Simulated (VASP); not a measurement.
Sn3Se: single point with LDA

The system is Sn3Se.

```
Sn Se
1.0
     0.00000    3.73314    3.73314
     3.73314    0.00000    3.73314
     3.73314    3.73314    0.00000
Sn Se
3 1
Direct
  0.50000 0.50000 0.50000
  0.75000 0.75000 0.75000
  0.25000 0.25000 0.25000
  0.00000 0.00000 0.00000
```

```json
{"Program": "VASP 6.6.1", "Task": "single point", "Functional": "LDA", "Potentials or basis": "VASP PAW LDA potentials, release 64 (Sn_d, Se)", "Cutoff": "520 eV", "k mesh": "6 × 6 × 6", "Occupations": "fermi-dirac, width 0.05 eV", "Spin": "no spin polarisation"}
```

| Item | Value |
| --- | --- |
| Pressure | -4.4 GPa |
| Band gap on the k mesh | zero (band 24 reaches 7.63 eV, above the bottom of band 25 at 5.71 eV) |

Levels at points of the mesh, in eV from the Fermi level:
| k point | band 22 | band 23 | band 24 | band 25 | band 26 | band 27 |
| --- | --- | --- | --- | --- | --- | --- |
| (0.00, 0.00, 0.00) | -2.82 | -1.29 | -1.29 | -1.29 | -0.54 | -0.54 |
| (0.50, 0.00, 0.00) | -2.13 | -2.13 | -0.88 | 0.31 | 2.10 | 2.10 |
| (0.50, 0.50, 0.00) | -0.34 | 0.47 | 0.47 | 0.94 | 2.71 | 2.71 |

It took 19 s on 1 thread of Intel(R) Xeon(R) 6975P-C (Granite Rapids), with other jobs on the host, peak memory 0.22 GiB.

Caveat: spin-orbit coupling is left out, which moves the levels of the heavy elements.
